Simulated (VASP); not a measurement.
Crystal: SrTe.

```xyz
2
Lattice="0.0000 3.3528 3.3528 3.3528 0.0000 3.3528 3.3528 3.3528 0.0000" Properties=species:S:1:pos:R:3 pbc="T T T"
Sr    0.0000    0.0000    0.0000
Te    3.3528    3.3528    3.3528
```

Base run:

* Program: VASP 6.6.1
* Functional: PBE0
* Potentials or basis: VASP PAW PBE potentials, release 64 (Sr_sv, Te)
* Cutoff: 400 eV
* k mesh: 4 × 4 × 4
* Occupations: gaussian, width 0.01 eV
* Spin: no spin polarisation

Its results: band gap on the k mesh 3.18 eV (least direct gap 4.01 eV); pressure -0.2 GPa.

Q: After a change of settings the same cell gave: band gap on the k mesh 1.74 eV (least direct gap 2.47 eV); pressure 0.4 GPa. Which change was it?
A. functional from PBE0 to PBE; cutoff from 400 eV to 500 eV
B. functional from PBE0 to HSE06
C. functional from PBE0 to r2SCAN; cutoff from 400 eV to 550 eV

A: A.

Caveats: spin-orbit coupling is left out, which moves the levels of the heavy elements; the PAW data sets were made with another functional, which shifts forces and pressure a little (at least some runs).
